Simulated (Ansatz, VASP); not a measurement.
# Two plane-wave programs on Zr

```
Zr
1.0
     3.10272    0.00000    0.00000
    -1.55136    2.91095    0.00000
     0.00000    0.00000    5.14700
Zr
2
Cartesian
  0.0000 1.9406 1.2868
  1.5514 0.9703 3.8603
```

Change from the starting cell: strain -0.0400 x Voigt [1, -1, 0, 0, 0, 0], atoms carried along.

Alike in both runs: task single point; functional PBE; k mesh 18 × 18 × 10; occupations gaussian, width 0.15 eV; no spin polarisation.

|  | VASP | Ansatz |
| --- | --- | --- |
| version | VASP 6.6.1 | Ansatz 0.2.0 |
| potentials or method | VASP PAW PBE potentials, release 64 (Zr_sv), cutoff 520 eV | scalar-relativistic, plane waves, PAW |
| valence electrons in the cell | 24 | 24 |

|  | VASP | Ansatz | Ansatz less VASP |
| --- | --- | --- | --- |
| gap on the k mesh at the Fermi level (eV) | none | none | - |
| pressure (GPa) | 0.6 | 0.6 | -0.02 |
| traceless stress, the component that is largest in VASP (GPa) | 3.78 | 3.76 | -0.014 |
| rms of the force components (eV/Å) | 0.067 | 0.067 | +0.0004 |

Atom by atom the forces differ by 0.000 eV/Å (rms over components). A gap of «none» marks a metal or a gap that the smearing closes.
